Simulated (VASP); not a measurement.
A run of VASP 6.6.1 is set up as follows.

The input INCAR:

```
ALGO = Normal
EDIFF = 1E-6
ENCUT = 520
GGA = CA
ISIF = 2
ISMEAR = -1
ISPIN = 2
LASPH = T
LCHARG = T
LDAU = T
LDAUJ = 0 0
LDAUL = 2 -1
LDAUPRINT = 1
LDAUTYPE = 2
LDAUU = 4 0
LELF = T
LMAXMIX = 4
LORBIT = 11
LREAL = F
LVHAR = T
LWAVE = F
MAGMOM = 4 0
NBANDS = 20
NELM = 150
PREC = Accurate
SIGMA = 0.1
```

File KPOINTS:

```
k-points
0
Gamma
  9 9 9
```

File POSCAR:

```
MnS
1.0
    0.0000000000      2.8000000000      2.8000000000
    2.8000000000      0.0000000000      2.8000000000
    2.8000000000      2.8000000000      0.0000000000
Mn S
1 1
Direct
    0.0000000000      0.0000000000      0.0000000000
    0.2500000000      0.2500000000      0.2500000000
```

Potentials or basis: VASP PAW LDA potentials, release 64 (Mn_pv, S).

Run with:

```bash
$ cat potpaw_LDA.64/Mn_pv/POTCAR potpaw_LDA.64/S/POTCAR > POTCAR
$ mpirun -np 1 vasp_std > vasp.out
```

Task: Predict the net moment.

Result: 5.00 μB per cell.

Task: Estimate the site moments.

Result: Mn +4.53; S +0.05 μB.

Task: Predict the band gap on the k mesh.

Result: 0.81 eV (least direct gap 1.18 eV).

Task: What does it give for the pressure?

Result: -0.2 GPa.

Eigenvalues of the final occupation matrices:
| site | spin | trace | eigenvalues |
| --- | --- | --- | --- |
| site 1 d | 1 | 4.67 | 0.93 0.93 0.94 0.94 0.94 |
| site 1 d | 2 | 0.23 | 0.02 0.02 0.06 0.06 0.06 |

Caveat: an odd mesh through Γ misses points on the zone boundary, where band edges can lie; a cell with one magnetic atom can't hold antiferromagnetic order, which such compounds often take.
